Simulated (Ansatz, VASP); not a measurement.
## Two plane-wave programs on FeSi

```
Fe Si
1.0
     4.46149    0.00000    0.00000
     0.00000    4.46149    0.00000
     0.00000    0.00000    4.46149
Fe Si
4 4
Direct
  0.13686 0.13686 0.13686
  0.36314 0.86314 0.63686
  0.63686 0.36314 0.86314
  0.86314 0.63686 0.36314
  0.84099 0.84099 0.84099
  0.65901 0.15901 0.34099
  0.34099 0.65901 0.15901
  0.15901 0.34099 0.65901
```

Alike in both runs: task relaxation of the atoms; functional PBEsol; k mesh 8 × 8 × 8; occupations gaussian, width 0.05 eV; no spin polarisation.

```csv
,VASP,Ansatz
version,VASP 6.6.1,Ansatz 0.2.0
potentials or method,"VASP PAW PBE potentials, release 64 (Fe, Si), cutoff 520 eV","scalar-relativistic, plane waves, PAW"
valence electrons in the cell,48,80
```

|  | VASP | Ansatz | Ansatz less VASP |
| --- | --- | --- | --- |
| gap on the k mesh at the Fermi level, each at its own relaxed structure (eV) | 0.14 | 0.15 | +0.010 |

VASP's potentials were made for PBE, not for PBEsol. VASP's potentials hold 48 valence electrons a cell and Ansatz's 80, so a difference there can come from the potentials and not from the codes. Ansatz's warnings: stress scf threshold loose.
